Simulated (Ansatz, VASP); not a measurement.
**Rh in VASP and in Ansatz**

```xyz
1
Lattice="0.0000 1.8591 1.8591 1.8591 0.0000 1.8591 1.8591 1.8591 0.0000" Properties=species:S:1:pos:R:3 pbc="T T T"
Rh    0.0000    0.0000    0.0000
```

Alike in both runs: task single point; functional PBE0; k mesh 8 × 8 × 8; occupations fermi-dirac, width 0.05 eV; no spin polarisation.

|  | VASP | Ansatz |
| --- | --- | --- |
| version | VASP 6.6.1 | Ansatz 0.2.0 |
| potentials or method | VASP PAW PBE potentials, release 64 (Rh_pv) | Ansatz PAW |
| plane-wave cutoff (eV) | 520 | 420 |
| valence electrons in the cell | 15 | 17 |

VASP gave:

- gap on the k mesh at the Fermi level (eV): none
- pressure (GPa): 17.8

**Question.** What did Ansatz give for the same quantities?

**Answer.** gap on the k mesh at the Fermi level (eV): none; pressure (GPa): 17.3.

A gap of «none» marks a metal or a gap that the smearing closes. The functional is the same, so the differences come from potentials, cutoffs and numerics. VASP's potentials hold 15 valence electrons a cell and Ansatz's 17, so a difference there can come from the potentials and not from the codes.

The k mesh is coarse, so the values compare programs but aren't converged.
